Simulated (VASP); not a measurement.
# Ge (Fd-3m) in VASP: a series of runs

Runs on Ge. Level: PBEsol. Tasks: single point, relaxation of cell and atoms.

All numbers are computed with VASP 6.6.1; they aren't measurements. Logs are shortened: lines on timing, memory, paths and dates and some standing lists are left out, and cuts for length are marked.

**1. The cell of the first run**

Symmetry: Fd-3m, No. 227, cubic system. Conventional cell: a = 5.678 Å, b = 5.678 Å, c = 5.678 Å, α = 90.00°, β = 90.00°, γ = 90.00°. Ge (site symmetry -43m) has 4 Ge at 2.46 Å within 3.2 Å.

**2. Single point, PBEsol**

INCAR reads:

```
SYSTEM = Ge
ALGO = Normal
EDIFF = 1E-7
ENCUT = 520
GGA = PS
ISIF = 2
ISMEAR = 0
LASPH = .TRUE.
LCHARG = .TRUE.
LELF = .TRUE.
LREAL = .FALSE.
LVHAR = .TRUE.
LWAVE = .FALSE.
NBANDS = 66
NELM = 100
PREC = Accurate
SIGMA = 0.05
```

KPOINTS reads:

```
k-points
0
G
  4 4 4
  0 0 0
```

POSCAR reads:

```
Ge
1.0
    5.6782634877      0.0000000000      0.0000000000
    0.0000000000      5.6782634877      0.0000000000
    0.0000000000      0.0000000000      5.6782634877
Ge
8
Direct
    0.0000000000      0.0000000000      0.0000000000
    0.0000000000      0.5000000000      0.5000000000
    0.5000000000      0.0000000000      0.5000000000
    0.5000000000      0.5000000000      0.0000000000
    0.2500000000      0.2500000000      0.2500000000
    0.2500000000      0.7500000000      0.7500000000
    0.7500000000      0.2500000000      0.7500000000
    0.7500000000      0.7500000000      0.2500000000
```

Potentials or basis: VASP PAW PBE potentials, release 64 (Ge_d).

On the command line:

```console
> cat potpaw_PBE.64/Ge_d/POTCAR > POTCAR
> mpirun -np 1 vasp_std > vasp.out
```

OUTCAR:

```text
SYSTEM = Ge
   EDIFF = 1E-7
   ENCUT = 520
   GGA = PS
   ISIF = 2
   ISMEAR = 0
   LASPH = .TRUE.
   LREAL = .FALSE.
   NELM = 100
   PREC = Accurate

 ion  position               nearest neighbor table
   1  0.000  0.000  0.000-   5 2.46   6 2.46   7 2.46   8 2.46
   2  0.000  0.500  0.500-   5 2.46   6 2.46   7 2.46   8 2.46
   3  0.500  0.000  0.500-   5 2.46   6 2.46   7 2.46   8 2.46
   4  0.500  0.500  0.000-   5 2.46   6 2.46   7 2.46   8 2.46
   5  0.250  0.250  0.250-   1 2.46   2 2.46   3 2.46   4 2.46
   6  0.250  0.750  0.750-   1 2.46   2 2.46   3 2.46   4 2.46
   7  0.750  0.250  0.750-   1 2.46   2 2.46   3 2.46   4 2.46
   8  0.750  0.750  0.250-   1 2.46   2 2.46   3 2.46   4 2.46

  LATTYP: Found a simple cubic cell.
 ALAT       =     5.6782634877

  Lattice vectors:

 A1 = (   5.6782634877,   0.0000000000,   0.0000000000)
 A2 = (   0.0000000000,   5.6782634877,   0.0000000000)
 A3 = (   0.0000000000,   0.0000000000,   5.6782634877)

Analysis of symmetry for initial positions (statically):
=====================================================================
 Subroutine PRICEL returns following result:

  LATTYP: Found a face centered cubic cell.
 ALAT       =     5.6782634877

  Lattice vectors:

 A1 = (   2.8391317438,  -2.8391317438,   0.0000000000)
 A2 = (   2.8391317438,   0.0000000000,   2.8391317438)
 A3 = (   0.0000000000,  -2.8391317438,   2.8391317439)

   4 primitive cells build up your supercell.

 Routine SETGRP: Setting up the symmetry group for a
 simple cubic supercell.

 Subroutine GETGRP returns: Found 48 space group operations
 (whereof 24 operations were pure point group operations)
 out of a pool of 48 trial point group operations.

The static configuration has the point symmetry T_d .
 The point group associated with its full space group is O_h .

Analysis of symmetry for dynamics (positions and initial velocities):
=====================================================================
 Subroutine PRICEL returns following result:

  LATTYP: Found a face centered cubic cell.
 ALAT       =     5.6782634877

  Lattice vectors:

 A1 = (   2.8391317438,  -2.8391317438,   0.0000000000)
 A2 = (   2.8391317438,   0.0000000000,   2.8391317438)
 A3 = (   0.0000000000,  -2.8391317438,   2.8391317439)

   4 primitive cells build up your supercell.

 Routine SETGRP: Setting up the symmetry group for a
 simple cubic supercell.

 Subroutine GETGRP returns: Found 48 space group operations
 (whereof 24 operations were pure point group operations)
 out of a pool of 48 trial point group operations.

The dynamic configuration has the point symmetry T_d .
 The point group associated with its full space group is O_h .

 Subroutine INISYM returns: Found 48 space group operations
 (whereof 24 operations are pure point group operations),
 and found     4 'primitive' translations

----------------------------------------------------------------------------------------

                                     Primitive cell

  volume of cell :      45.7706

  direct lattice vectors                    reciprocal lattice vectors
     2.839131744 -2.839131744  0.000000000     0.176110179 -0.176110179 -0.176110179
     2.839131744  0.000000000  2.839131744     0.176110179  0.176110179  0.176110179
     0.000000000 -2.839131744  2.839131744    -0.176110179 -0.176110179  0.176110179

  length of vectors
     4.015138618  4.015138618  4.015138618     0.305031778  0.305031778  0.305031778

  position of ions in fractional coordinates (direct lattice)
     0.000000000  0.000000000  0.000000000
     0.750000000  0.750000000  0.750000000

  ion indices of the primitive-cell ions
   primitive index   ion index
                 1           1
                 2           5

----------------------------------------------------------------------------------------

 KPOINTS: k-points

Automatic generation of k-mesh.
 Grid dimensions read from file:
 generate k-points for:    4    4    4

 Generating k-lattice:

  Cartesian coordinates                     Fractional coordinates (reciprocal lattice)
     0.044027545  0.000000000  0.000000000     0.250000000  0.000000000  0.000000000
     0.000000000  0.044027545  0.000000000     0.000000000  0.250000000  0.000000000
     0.000000000  0.000000000  0.044027545     0.000000000  0.000000000  0.250000000

  Length of vectors
     0.044027545  0.044027545  0.044027545

  Shift w.r.t. Gamma in fractional coordinates (k-lattice)
     0.000000000  0.000000000  0.000000000

 Subroutine IBZKPT returns following result:
 ===========================================

 Found     10 irreducible k-points:

 Following reciprocal coordinates:
            Coordinates               Weight
  0.000000  0.000000  0.000000      1.000000
  0.250000  0.000000  0.000000      6.000000
  0.500000  0.000000  0.000000      3.000000
  0.250000  0.250000  0.000000     12.000000
  0.500000  0.250000  0.000000     12.000000
  0.500000  0.500000  0.000000      3.000000
  0.250000  0.250000  0.250000      8.000000
  0.500000  0.250000  0.250000     12.000000
  0.500000  0.500000  0.250000      6.000000
  0.500000  0.500000  0.500000      1.000000
   k-points           NKPTS =     10   k-points in BZ     NKDIM =     10   number of bands    NBANDS=     66
   number of dos      NEDOS =    301   number of ions     NIONS =      8
   total plane-waves  NPLWV =  74088
   dimension x,y,z NGX =    42 NGY =   42 NGZ =   42
   dimension x,y,z NGXF=    84 NGYF=   84 NGZF=   84
   ions per type =               8
   NGX,Y,Z   is equivalent  to a cutoff of  12.30, 12.30, 12.30 a.u.
   NGXF,Y,Z  is equivalent  to a cutoff of  24.59, 24.59, 24.59 a.u.
 SYSTEM =  Ge
   PREC   = accura    normal or accurate (medium, high low for compatibility)
   ISTART =      0    job   : 0-new  1-cont  2-samecut
   ICHARG =      2    charge: 1-file 2-atom 10-const
   ISPIN  =      1    spin polarized calculation?
   LNONCOLLINEAR =      F non collinear calculations
   LSORBIT =      F    spin-orbit coupling
   LASPH  =      T    aspherical Exc in radial PAW
   ENCUT  =  520.0 eV  38.22 Ry    6.18 a.u.  10.56 10.56 10.56*2*pi/ulx,y,z
   NELM   =    100;   NELMIN=  2; NELMDL= -5     # of ELM steps
   EDIFF  = 0.1E-06   stopping-criterion for ELM
   LREAL  =      F    real-space projection
   EDIFFG = 0.1E-05   stopping-criterion for IOM
   NSW    =      0    number of steps for IOM
   IBRION =     -1    ionic relax: 0-MD 1-quasi-New 2-CG
   NFREE  =      0    steps in history (QN), initial steepest desc. (CG)
   ISIF   =      2    stress and relaxation
   ISYM   =      2    0-nonsym 1-usesym 2-fastsym
   POTIM  = 0.5000    time-step for ionic-motion
   TEBEG  =    0.0;   TEEND  =   0.0 temperature during run
   PSTRESS=    0.0 pullay stress
   NELECT =     112.0000    total number of electrons
   NUPDOWN=      -1.0000    fix difference up-down
   EMIN   =  10.00;   EMAX   =-10.00  energy-range for DOS
   EFERMI =   0.00;   METHOD = LEGACY
   ISMEAR =     0;   SIGMA  =   0.05  broadening in eV -4-tet -1-fermi 0-gaus
   EFERMI_NEDOS =   21; number of points for ismear=-14 and -15
   IALGO  =     38    algorithm
   IMIX   =      4    mixing-type and parameters
     AMIX     =   0.40;   BMIX     =  1.00
     AMIX_MAG =   1.60;   BMIX_MAG =  1.00
  volume/ion in A,a.u.               =      22.89       154.44
  Fermi-wavevector in a.u.,A,eV,Ry     =   1.389735  2.626218 26.277790  1.931363
  Thomas-Fermi vector in A             =   2.513737
   LORBIT       =      0    0 simple, 1 ext, 2 COOP (PROOUT), +10 PAW based schemes
   GGA     = PS    functional components
   LHFCALC =     F    Hartree Fock is set to
   AEXX    =    0.0000 exact exchange contribution
   IVDW    =     0    specifies the selected vdW correction
   LEPSILON=     F    determine dielectric tensor
   LRPA    =     F    only Hartree local field effects (RPA)
 non-spin polarized calculation
 Gauss-broadening in eV      SIGMA  =   0.05
  energy-cutoff  :      520.00
  volume of cell :      183.08
 maximum number of plane-waves:      4956
   NGX = 21   NGY = 21   NGZ = 21

 number of electron     111.9999710 magnetization

 Free energy of the ion-electron system (eV)
  ---------------------------------------------------
  ext. energy  EPLUGINS =         0.00000000
  ---------------------------------------------------
  free energy    TOTEN  =       -39.44348891 eV

  energy without entropy =      -39.44207917  energy(sigma->0) =      -39.44278404

 E-fermi :   4.7735     XC(G=0): -10.0753

 val. band max:        4.7602733628   @ k =   0.0000   0.0000   0.0000
 cond. band min:       4.8494955364   @ k =   0.5000   0.5000   0.5000
 fundamental gap:      0.0892221736
 Fermi energy:         4.7734929762

 k-point     1 :       0.0000    0.0000    0.0000
  band No.  band energies     occupation
      1     -20.0186      2.00000
      2     -20.0186      2.00000
      3     -20.0186      2.00000
      4     -20.0186      2.00000
      5     -20.0186      2.00000
      6     -20.0186      2.00000
[... 58 lines left out ...]
     65       7.2863      0.00000
     66       7.2863      0.00000

 k-point     2 :       0.2500    0.0000    0.0000
  band No.  band energies     occupation
      1     -20.0260      2.00000
      2     -20.0260      2.00000
      3     -20.0260      2.00000
      4     -20.0260      2.00000
      5     -20.0143      2.00000
      6     -20.0143      2.00000
[... 58 lines left out ...]
     65       8.4710      0.00000
     66       8.4710      0.00000

 k-point     3 :       0.5000    0.0000    0.0000
  band No.  band energies     occupation
      1     -20.0320      2.00000
      2     -20.0320      2.00000
      3     -20.0320      2.00000
      4     -20.0320      2.00000
      5     -20.0032      2.00000
      6     -20.0032      2.00000
[... 472 lines left out ...]
     65       8.8943      0.00000
     66       8.8943      0.00000

 k-point    10 :       0.5000    0.5000    0.5000
  band No.  band energies     occupation
      1     -20.0093      2.00000
      2     -20.0093      2.00000
      3     -20.0093      2.00000
      4     -20.0093      2.00000
      5     -20.0093      2.00000
      6     -20.0093      2.00000
[... 58 lines left out ...]
     65       8.4651      0.00000
     66       8.4651      0.00000

------------------------ aborting loop because EDIFF is reached ----------------------------------------

  FORCE on cell =-STRESS in cart. coord.  units (eV):
  Direction    XX          YY          ZZ          XY          YZ          ZX
  --------------------------------------------------------------------------------------
  -------------------------------------------------------------------------------------
  Total       -0.0680033     -0.0680033     -0.0680033      0.0000000     -0.0000000     -0.0000000
  in kB       -0.5951052     -0.5951052     -0.5951052      0.0000000     -0.0000000     -0.0000000
  external PRESSURE =      -0.5951052 kB  Pullay stress =       0.0000000 kB

 VOLUME and BASIS-vectors are now :
 -----------------------------------------------------------------------------
  energy-cutoff  :      520.00
  volume of cell :      183.08
      direct lattice vectors                 reciprocal lattice vectors
     5.678263488  0.000000000  0.000000000     0.176110179  0.000000000  0.000000000
     0.000000000  5.678263488  0.000000000     0.000000000  0.176110179  0.000000000
     0.000000000  0.000000000  5.678263488     0.000000000  0.000000000  0.176110179

 POSITION                                       TOTAL-FORCE (eV/Angst)
 -----------------------------------------------------------------------------------
      0.00000      0.00000      0.00000         0.000000      0.000000     -0.000000
      0.00000      2.83913      2.83913        -0.000000      0.000000     -0.000000
      2.83913      0.00000      2.83913         0.000000     -0.000000     -0.000000
      2.83913      2.83913      0.00000         0.000000      0.000000      0.000000
      1.41957      1.41957      1.41957        -0.000000     -0.000000      0.000000
      1.41957      4.25870      4.25870        -0.000000     -0.000000      0.000000
      4.25870      1.41957      4.25870        -0.000000     -0.000000      0.000000
      4.25870      4.25870      1.41957         0.000000     -0.000000      0.000000
 -----------------------------------------------------------------------------------
    total drift:                                0.000000      0.000000     -0.000000

  FREE ENERGIE OF THE ION-ELECTRON SYSTEM (eV)
  ---------------------------------------------------
  free  energy   TOTEN  =       -39.4434889082 eV

  energy  without entropy=      -39.4420791683  energy(sigma->0) =      -39.44278404
```

Run time: 3.1 min. Hardware: 1 thread of Intel Xeon Platinum 8259CL at 2.50GHz (Skylake/Cascade Lake), shared host; peak memory 0.29 GiB.

Results:

- Free energy: -39.4435 eV
- Pressure: -0.1 GPa
- Band gap on the k mesh: zero (filled and empty bands touch)

Caveat: the PAW data sets were made with another functional, which shifts forces and pressure a little.

**3. Relaxation of cell and atoms, PBEsol**

INCAR reads:

```
SYSTEM = Ge
PREC = Accurate ; ENCUT = 600
EDIFF = 1E-6 ; ISMEAR = 0
SIGMA = 0.05 ; LREAL = .FALSE.
LASPH = .TRUE. ; NELM = 60
ALGO = Normal ; ISIF = 3
LWAVE = .FALSE. ; LCHARG = .FALSE.
GGA = PS ; IBRION = 2
NSW = 80 ; EDIFFG = -0.003
```

KPOINTS reads:

```
regular mesh
0
G
  4 4 4
  0 0 0
```

POSCAR: that of step 2 with these lines changed.

```diff
@@ -2,5 +2,5 @@
 1.0
-    5.6782634877      0.0000000000      0.0000000000
-    0.0000000000      5.6782634877      0.0000000000
-    0.0000000000      0.0000000000      5.6782634877
+    5.6759000000      0.0000000000      0.0000000000
+    0.0000000000      5.6759000000      0.0000000000
+    0.0000000000      0.0000000000      5.6759000000
 Ge
```

Potentials or basis: VASP PAW PBE potentials, release 64 (Ge_d).

On the command line:

```console
> cat potpaw_PBE.64/Ge_d/POTCAR > POTCAR
> mpirun -np 1 vasp_std > vasp.out
```

It took 8.5 min on 1 thread of Intel Xeon Platinum 8259CL at 2.50GHz (Skylake/Cascade Lake), shared host; peak memory 0.37 GiB.

The run converged. Its results:

| Item | Value |
| --- | --- |
| Free energy | -39.4442 eV |
| Relaxed volume | 22.88 Å³/atom |
| Relaxed cell | a = 5.678 Å, b = 5.678 Å, c = 5.678 Å, α = 90.00°, β = 90.00°, γ = 90.00° |
| Space group after relaxing (to 0.05 Å) | Fd-3m (No. 227) |
| Energy gained by relaxing | 0.0 meV/atom |
| Ionic steps | 4 |
| Pressure after relaxing | 0.0 GPa |
| Band gap on the k mesh | zero (filled and empty bands touch) |

Final structure:
```yaml
crystal:
  lattice:
    - [5.67751, 0.00000, 0.00000]
    - [0.00000, 5.67751, 0.00000]
    - [0.00000, 0.00000, 5.67751]
  atoms:
    - { symbol: Ge, position: [0.00000, 0.00000, 0.00000] }
    - { symbol: Ge, position: [0.00000, 0.50000, 0.50000] }
    - { symbol: Ge, position: [0.50000, 0.00000, 0.50000] }
    - { symbol: Ge, position: [0.50000, 0.50000, 0.00000] }
    - { symbol: Ge, position: [0.25000, 0.25000, 0.25000] }
    - { symbol: Ge, position: [0.25000, 0.75000, 0.75000] }
    - { symbol: Ge, position: [0.75000, 0.25000, 0.75000] }
    - { symbol: Ge, position: [0.75000, 0.75000, 0.25000] }
```

Levels at points of the mesh, in eV from the Fermi level:
```
           k point  band 53  band 54  band 55  band 56  band 57  band 58  band 59  band 60
(0.00, 0.00, 0.00)    -3.07    -0.11    -0.01    -0.01    -0.01     0.66     0.66     0.66
(0.50, 0.00, 0.00)    -2.04    -2.04    -2.04    -2.04     0.94     0.94     2.65     2.65
(0.50, 0.50, 0.00)    -1.51    -1.51    -1.51    -1.51     1.88     1.88     1.88     1.88
(0.50, 0.50, 0.50)    -1.41    -1.41    -1.41    -1.41     0.08     0.08     0.08     0.08
```

Caveat: the PAW data sets were made with another functional, which shifts forces and pressure a little.
